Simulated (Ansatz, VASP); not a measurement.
## Si2W: VASP beside Ansatz

```
Si W
1.0
    -1.59273    1.59273    3.88585
     1.59273   -1.59273    3.88585
     1.59273    1.59273   -3.88585
Si W
2 1
Cartesian
  0.0000 0.0000 2.6012
  0.0000 0.0000 5.1704
  0.0000 0.0000 0.0000
```

Alike in both runs: functional LDA; k mesh 18 × 18 × 18; occupations gaussian, width 0.1 eV; no spin polarisation.

Ansatz relaxed the structure, and its values are those at the end. VASP's run is a single point on that final structure, the one shown.

|  | VASP | Ansatz |
| --- | --- | --- |
| version | VASP 6.6.1 | Ansatz 0.2.0 |
| potentials or method | VASP PAW LDA potentials, release 64 (Si, W_sv), cutoff 520 eV | scalar-relativistic, plane waves, PAW |
| valence electrons in the cell | 22 | 22 |

```csv
,VASP,Ansatz,Ansatz less VASP
gap on the k mesh at the Fermi level (eV),none,none,-
pressure (GPa),0.8,0.0,-0.78
rms of the force components (eV/Å),0.007,0.001,-0.0063
```

LDA's correlation is that of Perdew and Zunger in VASP and of Perdew and Wang (1992) in Ansatz. A gap of «none» marks a metal or a gap that the smearing closes.

Neither program's run includes spin-orbit coupling.
